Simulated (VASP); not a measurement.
Si: single point with PBEsol

Si:

```
Si
1.0
    -5.43383   -5.43383    5.43383
     5.43383    5.43383    5.43383
    -5.43383    5.43383   -5.43383
Si
32
Direct
  0.00000 0.25000 0.00000
  0.25000 0.25000 0.75000
  0.00000 0.50000 0.75000
  0.50000 0.25000 0.50000
  0.25000 0.50000 0.50000
  0.00000 0.75000 0.50000
  0.75000 0.25000 0.25000
  0.50000 0.50000 0.25000
  0.25000 0.75000 0.25000
  0.00000 0.00000 0.25000
  0.75000 0.50000 0.00000
  0.50000 0.75000 0.00000
  0.25000 0.00000 0.00000
  0.75000 0.75000 0.75000
  0.50000 0.00000 0.75000
  0.75000 0.00000 0.50000
  0.00000 0.00000 0.00000
  0.25000 0.00000 0.75000
  0.00000 0.25000 0.75000
  0.50000 0.00000 0.50000
  0.25000 0.25000 0.50000
  0.00000 0.50000 0.50000
  0.75000 0.00000 0.25000
  0.50000 0.25000 0.25000
  0.25000 0.50000 0.25000
  0.00000 0.75000 0.25000
  0.75000 0.25000 0.00000
  0.50000 0.50000 0.00000
  0.25000 0.75000 0.00000
  0.75000 0.50000 0.75000
  0.50000 0.75000 0.75000
  0.75000 0.75000 0.50000
```

```
Program             : VASP 6.6.1
Task                : single point
Functional          : PBEsol
Potentials or basis : VASP PAW PBE potentials, release 64 (Si)
Cutoff              : 520 eV
k mesh              : 2 × 2 × 2, shifted
Occupations         : gaussian, width 0.02 eV
Spin                : no spin polarisation
```

* Pressure: 0.1 GPa
* Band gap on the k mesh: 1.27 eV

Levels at points of the mesh, in eV from the valence-band top:
| k point | band 62 | band 63 | band 64 | band 65 | band 66 | band 67 |
| --- | --- | --- | --- | --- | --- | --- |
| (0.25, 0.25, 0.25) | 0.00 | 0.00 | 0.00 | 2.18 | 2.18 | 2.18 |

Run time: 5.2 min on 1 thread of Intel(R) Xeon(R) Platinum 8259CL CPU @ 2.50GHz (Skylake/Cascade Lake), on a shared host, peak memory 0.67 GiB.

Caveat: the PAW data sets were made with another functional, which shifts forces and pressure a little. A k mesh can miss the band edges.
